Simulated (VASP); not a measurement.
# ZrB2 (P6/mmm) in VASP: settings compared, part 2 of 2

VASP 6.6.1. The steps go on from the part before.

## (3) Single point, PBEsol

This run uses another cell than the first one, of 10.08 Å³/atom, 1.019 times its volume.

Contents of INCAR:

```
ALGO = Normal ; EDIFF = 1E-6
ENCUT = 520 ; GGA = PS
ISIF = 2 ; ISMEAR = -1
LASPH = True ; LCHARG = False
LREAL = False ; LWAVE = False
NBANDS = 16 ; NELM = 100
PREC = Accurate ; SIGMA = 0.1
```

Contents of KPOINTS:

```
k-points
0
Gamma
  11 11 9
```

Contents of POSCAR:

```
ZrB2
1.0
    3.1547657479      0.0000000000      0.0000000000
   -1.5773828739      2.7321072806      0.0000000000
    0.0000000000      0.0000000000      3.5078134014
Zr B
1 2
Direct
    0.0000000000      0.0000000000      0.0000000000
    0.3333333333      0.6666666667      0.5000000000
    0.6666666667      0.3333333333      0.5000000000
```

Potentials or basis: VASP PAW PBE potentials, release 64 (Zr_sv, B).

Run with:

```bash
> cat potpaw_PBE.64/Zr_sv/POTCAR potpaw_PBE.64/B/POTCAR > POTCAR
> mpirun -np 1 vasp_std > vasp.out
```

OUTCAR:

```text
EDIFF = 1E-6
   ENCUT = 520
   GGA = PS
   ISIF = 2
   ISMEAR = -1
   LASPH = True
   LREAL = False
   NELM = 100
   PREC = Accurate

 ion  position               nearest neighbor table
   1  0.000  0.000  0.000-   2 2.53   3 2.53   2 2.53   3 2.53   2 2.53   2 2.53   3 2.53   3 2.53
                             3 2.53   3 2.53   2 2.53   2 2.53
   2  0.333  0.667  0.500-   3 1.82   3 1.82   3 1.82   1 2.53   1 2.53   1 2.53   1 2.53   1 2.53
                             1 2.53
   3  0.667  0.333  0.500-   2 1.82   2 1.82   2 1.82   1 2.53   1 2.53   1 2.53   1 2.53   1 2.53
                             1 2.53

  LATTYP: Found a hexagonal cell.
 ALAT       =     3.1547657479
 C/A-ratio  =     1.1119093086

  Lattice vectors:

 A1 = (   3.1547657479,   0.0000000000,   0.0000000000)
 A2 = (  -1.5773828739,   2.7321072806,   0.0000000000)
 A3 = (   0.0000000000,   0.0000000000,   3.5078134014)

Analysis of symmetry for initial positions (statically):
=====================================================================
 Subroutine PRICEL returns:
 Original cell was already a primitive cell.

 Routine SETGRP: Setting up the symmetry group for a
 hexagonal supercell.

 Subroutine GETGRP returns: Found 24 space group operations
 (whereof 24 operations were pure point group operations)
 out of a pool of 24 trial point group operations.

The static configuration has the point symmetry D_6h.

Analysis of symmetry for dynamics (positions and initial velocities):
=====================================================================
 Subroutine PRICEL returns:
 Original cell was already a primitive cell.

 Routine SETGRP: Setting up the symmetry group for a
 hexagonal supercell.

 Subroutine GETGRP returns: Found 24 space group operations
 (whereof 24 operations were pure point group operations)
 out of a pool of 24 trial point group operations.

The dynamic configuration has the point symmetry D_6h.

 Subroutine INISYM returns: Found 24 space group operations
 (whereof 24 operations are pure point group operations),
 and found     1 'primitive' translations

----------------------------------------------------------------------------------------

                                     Primitive cell

  volume of cell :      30.2344

  direct lattice vectors                    reciprocal lattice vectors
     3.154765748  0.000000000  0.000000000     0.316980746  0.183008919  0.000000000
    -1.577382874  2.732107281  0.000000000     0.000000000  0.366017838  0.000000000
     0.000000000  0.000000000  3.507813401     0.000000000  0.000000000  0.285077878

  length of vectors
     3.154765748  3.154765748  3.507813401     0.366017838  0.366017838  0.285077878

  position of ions in fractional coordinates (direct lattice)
     0.000000000  0.000000000  0.000000000
     0.333333333  0.666666667  0.500000000
     0.666666667  0.333333333  0.500000000

  ion indices of the primitive-cell ions
   primitive index   ion index
                 1           1
                 2           2
                 3           3

----------------------------------------------------------------------------------------

 KPOINTS: k-points

Automatic generation of k-mesh.
 Grid dimensions read from file:
 generate k-points for:   11   11    9

 Generating k-lattice:

  Cartesian coordinates                     Fractional coordinates (reciprocal lattice)
     0.028816431  0.016637174  0.000000000     0.090909091  0.000000000  0.000000000
     0.000000000  0.033274349  0.000000000     0.000000000  0.090909091  0.000000000
     0.000000000  0.000000000  0.031675320     0.000000000  0.000000000  0.111111111

  Length of vectors
     0.033274349  0.033274349  0.031675320

  Shift w.r.t. Gamma in fractional coordinates (k-lattice)
     0.000000000  0.000000000  0.000000000

 Subroutine IBZKPT returns following result:
 ===========================================

 Found     80 irreducible k-points:

 Following reciprocal coordinates:
            Coordinates               Weight
  0.000000  0.000000  0.000000      1.000000
  0.090909  0.000000  0.000000      6.000000
  0.181818  0.000000  0.000000      6.000000
  0.272727  0.000000  0.000000      6.000000
  0.363636  0.000000  0.000000      6.000000
  0.454545  0.000000  0.000000      6.000000
[... 16 lines left out ...]
  0.090909  0.090909  0.111111     12.000000
  0.181818  0.090909  0.111111     24.000000
 [... further k-points ...]
   k-points           NKPTS =     80   k-points in BZ     NKDIM =     80   number of bands    NBANDS=     16
   number of dos      NEDOS =    301   number of ions     NIONS =      3
   total plane-waves  NPLWV =  16128
   dimension x,y,z NGX =    24 NGY =   24 NGZ =   28
   dimension x,y,z NGXF=    48 NGYF=   48 NGZF=   56
   ions per type =               1   2
   NGX,Y,Z   is equivalent  to a cutoff of  12.65, 12.65, 13.27 a.u.
   NGXF,Y,Z  is equivalent  to a cutoff of  25.29, 25.29, 26.54 a.u.
 SYSTEM =  unknown system
   PREC   = accura    normal or accurate (medium, high low for compatibility)
   ISTART =      0    job   : 0-new  1-cont  2-samecut
   ICHARG =      2    charge: 1-file 2-atom 10-const
   ISPIN  =      1    spin polarized calculation?
   LNONCOLLINEAR =      F non collinear calculations
   LSORBIT =      F    spin-orbit coupling
   LASPH  =      T    aspherical Exc in radial PAW
   ENCUT  =  520.0 eV  38.22 Ry    6.18 a.u.   5.87  5.87  6.52*2*pi/ulx,y,z
   NELM   =    100;   NELMIN=  2; NELMDL= -5     # of ELM steps
   EDIFF  = 0.1E-05   stopping-criterion for ELM
   LREAL  =      F    real-space projection
   EDIFFG = 0.1E-04   stopping-criterion for IOM
   NSW    =      0    number of steps for IOM
   IBRION =     -1    ionic relax: 0-MD 1-quasi-New 2-CG
   NFREE  =      0    steps in history (QN), initial steepest desc. (CG)
   ISIF   =      2    stress and relaxation
   ISYM   =      2    0-nonsym 1-usesym 2-fastsym
   POTIM  = 0.5000    time-step for ionic-motion
   TEBEG  =    0.0;   TEEND  =   0.0 temperature during run
   PSTRESS=    0.0 pullay stress
   NELECT =      18.0000    total number of electrons
   NUPDOWN=      -1.0000    fix difference up-down
   EMIN   =  10.00;   EMAX   =-10.00  energy-range for DOS
   EFERMI =   0.00;   METHOD = LEGACY
   ISMEAR =    -1;   SIGMA  =   0.10  broadening in eV -4-tet -1-fermi 0-gaus
   EFERMI_NEDOS =   21; number of points for ismear=-14 and -15
   IALGO  =     38    algorithm
   IMIX   =      4    mixing-type and parameters
     AMIX     =   0.40;   BMIX     =  1.00
     AMIX_MAG =   1.60;   BMIX_MAG =  1.00
  volume/ion in A,a.u.               =      10.08        68.01
  Fermi-wavevector in a.u.,A,eV,Ry     =   1.377205  2.602540 25.806078  1.896693
  Thomas-Fermi vector in A             =   2.502379
   LORBIT       =      0    0 simple, 1 ext, 2 COOP (PROOUT), +10 PAW based schemes
   GGA     = PS    functional components
   LHFCALC =     F    Hartree Fock is set to
   AEXX    =    0.0000 exact exchange contribution
   IVDW    =     0    specifies the selected vdW correction
   LEPSILON=     F    determine dielectric tensor
   LRPA    =     F    only Hartree local field effects (RPA)
 non-spin polarized calculation
  energy-cutoff  :      520.00
  volume of cell :       30.23
 maximum number of plane-waves:       828
 NGX is ok and might be reduce to    24
   NGX = 11   NGY = 11   NGZ = 13

 number of electron      18.0000000 magnetization

 Free energy of the ion-electron system (eV)
  ---------------------------------------------------
  ext. energy  EPLUGINS =         0.00000000
  ---------------------------------------------------
  free energy    TOTEN  =       -26.40848472 eV

  energy without entropy =      -26.40142493  energy(sigma->0) =      -26.40495482

 E-fermi :  10.5563     XC(G=0): -12.6170

 val. band max:       10.4175101475   @ k =   0.0000   0.0000   0.2222
 cond. band min:      10.5700692370   @ k =   0.2727   0.1818   0.0000
 fundamental gap:      0.1525590895
 Fermi energy:        10.5562583116

 k-point     1 :       0.0000    0.0000    0.0000
  band No.  band energies     occupation
      1     -37.8351      2.00000
      2     -16.0700      2.00000
      3     -15.4848      2.00000
      4     -15.4848      2.00000
      5      -2.1573      2.00000
      6       7.9428      2.00000
[... 433 lines left out ...]
      3     -15.9506      2.00000
      4     -15.6082      2.00000
      5      -0.9162      2.00000
      6       5.6792      2.00000
[... 8 lines left out ...]
     15      17.8384      0.00000
     16      18.9605      0.00000

 [... further k-points ...]

------------------------ aborting loop because EDIFF is reached ----------------------------------------

  FORCE on cell =-STRESS in cart. coord.  units (eV):
  Direction    XX          YY          ZZ          XY          YZ          ZX
  --------------------------------------------------------------------------------------
  -------------------------------------------------------------------------------------
  Total        0.0548426      0.0548426      0.0480090      0.0000000      0.0000000      0.0000000
  in kB        2.9062124      2.9062124      2.5440870      0.0000000      0.0000000      0.0000000
  external PRESSURE =       2.7855039 kB  Pullay stress =       0.0000000 kB

 VOLUME and BASIS-vectors are now :
 -----------------------------------------------------------------------------
  energy-cutoff  :      520.00
  volume of cell :       30.23
      direct lattice vectors                 reciprocal lattice vectors
     3.154765748  0.000000000  0.000000000     0.316980746  0.183008919  0.000000000
    -1.577382874  2.732107281  0.000000000     0.000000000  0.366017838  0.000000000
     0.000000000  0.000000000  3.507813401     0.000000000  0.000000000  0.285077878

 POSITION                                       TOTAL-FORCE (eV/Angst)
 -----------------------------------------------------------------------------------
      0.00000      0.00000      0.00000         0.000000      0.000000      0.000000
     -0.00000      1.82140      1.75391        -0.000000      0.000000      0.000000
      1.57738      0.91070      1.75391         0.000000      0.000000      0.000000
 -----------------------------------------------------------------------------------
    total drift:                               -0.000000      0.000000      0.000000

  FREE ENERGIE OF THE ION-ELECTRON SYSTEM (eV)
  ---------------------------------------------------
  free  energy   TOTEN  =       -26.4084847207 eV

  energy  without entropy=      -26.4014249271  energy(sigma->0) =      -26.40495482
```

It took 21 s on 1 thread of AMD EPYC 9R45 (Zen 5), shared host; peak memory 0.14 GiB.

What came out:

```yaml
Free_energy: -26.4085 eV
Pressure: 0.3 GPa
Band_gap_on_the_k_mesh: zero (band 9 reaches 11.36 eV, above the bottom of band 10 at 10.12 eV)
```

Levels at points of the mesh, in eV from the Fermi level:
| k point | band 7 | band 8 | band 9 | band 10 | band 11 | band 12 |
| --- | --- | --- | --- | --- | --- | --- |
| (0.00, 0.00, 0.00) | -2.61 | -2.60 | -2.24 | 3.53 | 3.53 | 4.36 |

Caveat: the PAW data sets were made with another functional, which shifts forces and pressure a little.
